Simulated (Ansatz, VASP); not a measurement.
# Two plane-wave programs on Hf2N

POSCAR

```
Hf2N
1.0
    5.3131240200      0.0000000000      0.0000000000
    0.0000000000      5.3131240200      0.0000000000
    0.0000000000      0.0000000000      3.2420983900
Hf N
4 2
Direct
    0.2955363700      0.2955363700      0.0000000000
    0.7044636300      0.7044636300      0.0000000000
    0.7955363700      0.2044636300      0.5000000000
    0.2044636300      0.7955363700      0.5000000000
    0.0000000000      0.0000000000      0.0000000000
    0.5000000000      0.5000000000      0.5000000000
```

File INCAR.step1:

```
PREC     = Accurate       # precision mode
ENCUT    = 520            # plane-wave cutoff, eV
ISMEAR   = 0              # smearing method
SIGMA    = 0.05           # smearing width, eV
LREAL    = False          # projectors in reciprocal space
LASPH    = True           # aspherical terms in the spheres
NELM     = 60             # most SCF steps
NBANDS   = 34             # bands
GGA      = PE             # functional
ALGO     = Normal         # electronic algorithm
EDIFF    = 1E-4           # SCF threshold, eV
LWAVE    = True           # write WAVECAR
LCHARG   = False          # write CHGCAR
```

Contents of INCAR.step2:

```
PREC     = Accurate       # precision mode
ENCUT    = 520            # plane-wave cutoff, eV
EDIFF    = 1E-6           # SCF threshold, eV
ISMEAR   = 0              # smearing method
SIGMA    = 0.05           # smearing width, eV
LREAL    = False          # projectors in reciprocal space
LASPH    = True           # aspherical terms in the spheres
NELM     = 60             # most SCF steps
ALGO     = Normal         # electronic algorithm
ISIF     = 2              # what is computed and relaxed
LWAVE    = False          # write WAVECAR
LCHARG   = True           # write CHGCAR
METAGGA  = R2SCAN         # meta-GGA
LMIXTAU  = True         
LELF     = True           # ELF
LVHAR    = True         
NBANDS   = 34             # bands
ISTART   = 1
```

File KPOINTS:

```
regular mesh
0
Gamma
  4 4 6
```

Input for Ansatz:

```yaml
crystal:
  lattice:
    - [5.31312402, 0.0, 0.0]
    - [0.0, 5.31312402, 0.0]
    - [0.0, 0.0, 3.24209839]
  atoms:
    - { symbol: Hf, position: [0.29553637, 0.29553637, 0.0] }
    - { symbol: Hf, position: [0.70446363, 0.70446363, 0.0] }
    - { symbol: Hf, position: [0.79553637, 0.20446363, 0.5] }
    - { symbol: Hf, position: [0.20446363, 0.79553637, 0.5] }
    - { symbol: "N", position: [0.0, 0.0, 0.0] }
    - { symbol: "N", position: [0.5, 0.5, 0.5] }
basis:
  ecutwfc: 500
kpoints:
  mp_grid: { grid: [4, 4, 6] }
hamiltonian:
  xc: r2scan
scf:
  occupations: { method: gaussian, width: 0.05 }
output:
  forces: true
  stress: true
  eigenvalues: true
```

Alike in both runs: task single point; functional r2SCAN; k mesh 4 × 4 × 6; occupations gaussian, width 0.05 eV; no spin polarisation.

|  | VASP | Ansatz |
| --- | --- | --- |
| version | VASP 6.6.1 | Ansatz 0.2.0 |
| potentials or method | VASP PAW PBE potentials, release 64 (Hf_pv, N), cutoff 520 eV | scalar-relativistic, plane waves, PAW |
| valence electrons in the cell | 50 | 114 |

Ansatz gave:

| Property | Result |
| --- | --- |
| gap on the k mesh at the Fermi level (eV) | none |
| pressure (GPa) | 1.4 |
| traceless stress, the component that is largest in VASP (GPa) | -0.21 |
| rms of the force components (eV/Å) | 0.058 |

Problem. Estimate VASP's values.

Solution. gap on the k mesh at the Fermi level (eV): none; pressure (GPa): -0.1; traceless stress, the component that is largest in VASP (GPa): -0.33; rms of the force components (eV/Å): 0.054.

VASP's potentials were made for PBE, not for r2SCAN. Atom by atom the forces differ by 0.004 eV/Å (rms over components). A gap of «none» marks a metal or a gap that the smearing closes. VASP's potentials hold 50 valence electrons a cell and Ansatz's 114, so a difference there can come from the potentials and not from the codes.

Spin-orbit coupling is off throughout.
